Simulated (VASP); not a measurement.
**C: single point with PBE**

Crystal: C.

```
C
1.0
     0.00000    1.64390    1.85465
     1.64390    0.00000    1.85465
     1.64390    1.64390    0.00000
C
2
Cartesian
  1.6439 1.6439 1.8546
  2.4658 2.4658 2.7820
```

This cell differs from its parent crystal: volume 5.012 Å^3 an atom, c/a of the conventional cell 1.1282.

* Program: VASP 6.6.1
* Task: single point
* Functional: PBE
* Potentials or basis: VASP PAW PBE potentials, release 64 (C)
* Cutoff: 520 eV
* k mesh: 12 × 12 × 12
* Occupations: gaussian, width 0.05 eV
* Spin: no spin polarisation
* Dipole correction: no
* Further INCAR settings: ALGO = Normal; EDIFF = 1e-07; NBANDS = 11

| Property | Result |
| --- | --- |
| Pressure | 71.1 GPa |
| Band gap on the k mesh | 2.80 eV, indirect (least direct gap 4.81 eV) |

Stress tensor (GPa, compression positive):
```
118.74   0.00   0.00
  0.00 118.74   0.00
  0.00   0.00 -24.26
```

Levels at points of the mesh, in eV from the valence-band top:
```csv
k point,band 2,band 3,band 4,band 5,band 6,band 7
"(0.00, 0.00, 0.00)",-2.27,0.00,0.00,4.81,4.81,6.38
"(0.50, 0.00, 0.00)",-15.54,-5.16,-2.55,5.95,8.84,11.51
"(0.50, 0.50, 0.00)",-15.78,-6.41,-6.41,6.37,6.37,17.40
"(0.50, 0.00, 0.50)",-13.70,-8.37,-8.37,3.35,3.35,17.31
```

It took 7.1 s on 1 thread of Intel(R) Xeon(R) 6975P-C (Granite Rapids), on a shared host, peak memory 0.12 GiB.

 A k mesh can miss the band edges.
